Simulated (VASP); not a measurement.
A run of VASP 6.6.1 is set up as follows.

INCAR

```
SYSTEM = WSe2
  ALGO = Normal
  EDIFF = 1E-6
  ENCUT = 520
  GGA = PE
  ISIF = 2
  ISMEAR = 0
  LASPH = .True.
  LCHARG = .False.
  LREAL = .False.
  LWAVE = .False.
  NBANDS = 35
  NELM = 80
  PREC = Accurate
  SIGMA = 0.02
```

Contents of KPOINTS:

```
k-points
0
Gamma
  12 12 2
  0 0 0
```

Contents of POSCAR:

```
WSe2
1.0
    3.2213570789      0.0000000000      0.0000000000
   -1.6106785395      2.7897770650      0.0000000000
    0.0000000000      0.0000000000     15.5897813239
W Se
2 4
Direct
    0.6666666667      0.3333333333      0.7500000000
    0.3333333333      0.6666666667      0.2500000000
    0.3333333333      0.6666666667      0.8600830398
    0.6666666667      0.3333333333      0.3600830398
    0.3333333333      0.6666666667      0.6399169602
    0.6666666667      0.3333333333      0.1399169602
```

Potentials or basis: VASP PAW PBE potentials, release 64 (W_sv, Se).

Launch:

```console
$ cat potpaw_PBE.64/W_sv/POTCAR potpaw_PBE.64/Se/POTCAR > POTCAR
$ mpirun -np 1 vasp_std > vasp.out
```

Task: What does it give for the pressure?

Result: 4.4 GPa.

Task: What does it give for the band gap on the k mesh?

Result: 1.31 eV (least direct gap 1.94 eV).

Forces on the atoms (eV/Å):
```
W    0.000  0.000  0.000
W    0.000  0.000  0.000
Se   0.000  0.000  0.049
Se   0.000  0.000  0.049
Se   0.000  0.000 -0.049
Se   0.000  0.000 -0.049
```

Caveat: the stress differs along the axes, from 0 to 6 GPa; spin-orbit coupling is left out, which moves the levels of the heavy elements; this functional lacks dispersion, which binds layers or chains, so the pressure and a relaxed spacing across them are unreliable. A k mesh can miss the band edges.
